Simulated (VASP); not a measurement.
Write the native input for VASP 6.6.1 that does the following.

```yaml
Task: single point
Functional: PBEsol
Potentials_or_basis: VASP PAW PBE potentials, release 64 (In_d, As)
Cutoff: 520 eV
k_mesh: 6 × 6 × 6
Occupations: fermi-dirac, width 0.05 eV
Spin: no spin polarisation
Dipole_correction: no
Further_INCAR_settings: ALGO = Normal; EDIFF = 1e-07; NBANDS = 16
```

The structure of InAs lies in POSCAR:

```
InAs
1.0
    0.0000000000      2.9352730775      2.9352730775
    2.9352730775      0.0000000000      2.9352730775
    2.9352730775      2.9352730775      0.0000000000
In As
1 1
Direct
    0.0000000000      0.0000000000      0.0000000000
    0.2500000000      0.2500000000      0.2500000000
```

The input as run:

INCAR

```
PREC = Accurate
ENCUT = 520
EDIFF = 1E-7
ISMEAR = -1
SIGMA = 0.05
LREAL = False
LASPH = True
NELM = 80
ALGO = Normal
ISIF = 2
LWAVE = False
LCHARG = False
GGA = PS
NBANDS = 16
```

KPOINTS

```
regular mesh
0
Gamma
  6 6 6
```

Potentials or basis: VASP PAW PBE potentials, release 64 (In_d, As).

The run is started by

```bash
$ cat potpaw_PBE.64/In_d/POTCAR potpaw_PBE.64/As/POTCAR > POTCAR
$ mpirun -np 1 vasp_std > vasp.out
```

It gave:

* Pressure: 8.0 GPa
* Band gap on the k mesh: 0.17 eV, direct

Caveat: the PAW data sets were made with another functional, which shifts forces and pressure a little; spin-orbit coupling is left out, which moves the levels of the heavy elements.

Wall time 16 s on 1 thread of Intel Xeon 8259CL, on a shared host, peak memory 0.18 GiB.
